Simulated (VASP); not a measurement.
Crystal: Cd3Ga2O.

```
CELL_PARAMETERS angstrom
4.18863 0.00000 0.00000
0.00000 4.18863 0.00000
0.00000 0.00000 7.49056
ATOMIC_POSITIONS crystal
Cd 0.50000 0.50000 0.50000
Cd 0.50000 0.50000 0.19222
Cd 0.50000 0.50000 0.80778
Ga 0.00000 0.50000 0.50000
Ga 0.50000 0.00000 0.50000
O 0.00000 0.00000 0.50000
```

```yaml
Program: VASP 6.6.1
Task: relaxation of cell and atoms
Functional: PBE
Potentials_or_basis: VASP PAW PBE potentials, release 64 (Cd, Ga_d, O)
Cutoff: 600 eV
k_mesh: 4 × 4 × 2
Occupations: gaussian, width 0.1 eV
Spin: no spin polarisation
```

At the start: pressure 41.8 GPa; volume 21.90 Å³/atom.

Q: How do energy, volume and symmetry change on relaxing?

A: Over 9 steps the energy falls by 1220.9 meV/atom and the volume is 34.96 Å³/atom (+59.6 %); space group P4/mmm (No. 123, to 0.05 Å).

Step by step:
```tsv
step	energy change (eV)	largest force (eV/Å)	pressure (GPa)	volume (Å³)
1	0.0000	6.1318	41.82	131.42
2	-6.1632	1.0753	-3.40	271.85
3	-7.2936	0.0162	1.08	202.58
4	-7.3093	0.3032	-0.51	213.61
5	-7.3183	0.2061	0.03	209.59
6	-7.3171	0.1612	0.29	207.78
7	-7.3230	0.0592	0.24	208.12
8	-7.3247	0.0401	0.18	208.43
9	-7.3254	0.0094	-0.02	209.74
```

Final structure:
```
Cd Ga O
1.0
     5.03241    0.00000    0.00000
     0.00000    5.03241    0.00000
     0.00000    0.00000    8.28172
Cd Ga O
3 2 1
Direct
  0.50000 0.50000 0.50000
  0.50000 0.50000 0.16788
  0.50000 0.50000 0.83212
  0.00000 0.50000 0.50000
  0.50000 0.00000 0.50000
  0.00000 0.00000 0.50000
```

Caveat: the k points lie up to 0.38 Å⁻¹ apart in the final cell; the volume moved by over 15 % at a fixed basis, so the end points are rough.
